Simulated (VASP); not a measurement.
Write the native input for VASP 6.6.1 that does the following.

| Item | Value |
| --- | --- |
| Task | single point |
| Functional | PBE |
| Potentials or basis | VASP PAW PBE potentials, release 64 (Ti_sv, S) |
| Cutoff | 520 eV |
| k mesh | 9 × 6 × 1 |
| Occupations | gaussian, width 0.1 eV |
| Spin | no spin polarisation |
| Dipole correction | yes |
| Further INCAR settings | ALGO = Normal; EDIFF = 1e-06; NBANDS = 48 |

The structure of Ti6S lies in POSCAR:

```
Ti6S
1.0
    2.8319727860      0.0000000000      0.0000000000
    0.0000000000      4.5793473380      0.0000000000
    0.0000000000      0.0000000000     22.0506909065
Ti S
6 1
Direct
    0.5000000000      0.0000000000      0.1814002118
    0.0000000000      0.5000000000      0.2413504290
    0.5000000000      0.0000000000      0.3013006462
    0.5000000000      0.5000000000      0.3625816208
    0.0000000000      0.0000000000      0.4208167734
    0.5000000000      0.5000000000      0.4784743912
    0.6666666667      1.0000000000      0.5169651914
```

One way to write it, as run:

INCAR

```
SYSTEM = Ti6S
  ALGO = Normal
  DIPOL = 0.5 0.5 0.358
  EDIFF = 1E-6
  ENCUT = 520
  GGA = PE
  IDIPOL = 3
  ISIF = 2
  ISMEAR = 0
  LASPH = .TRUE.
  LCHARG = .FALSE.
  LDIPOL = .TRUE.
  LREAL = .FALSE.
  LWAVE = .FALSE.
  NBANDS = 48
  NELM = 80
  PREC = Accurate
  SIGMA = 0.1
```

KPOINTS

```
k-points
0
G
  9 6 1
  0 0 0
```

Potentials or basis: VASP PAW PBE potentials, release 64 (Ti_sv, S).

Command:

```sh
$ cat potpaw_PBE.64/Ti_sv/POTCAR potpaw_PBE.64/S/POTCAR > POTCAR
$ mpirun -np 1 vasp_std > vasp.out
```

It gave:

```
Largest force          : 0.808 eV/Å
Band gap on the k mesh : zero (bands 39 and 40 overlap by 0.13 eV)
```

It took 5 min on 1 thread of Intel(R) Xeon(R) 6975P-C (Granite Rapids) (shared host), peak memory 0.46 GiB.
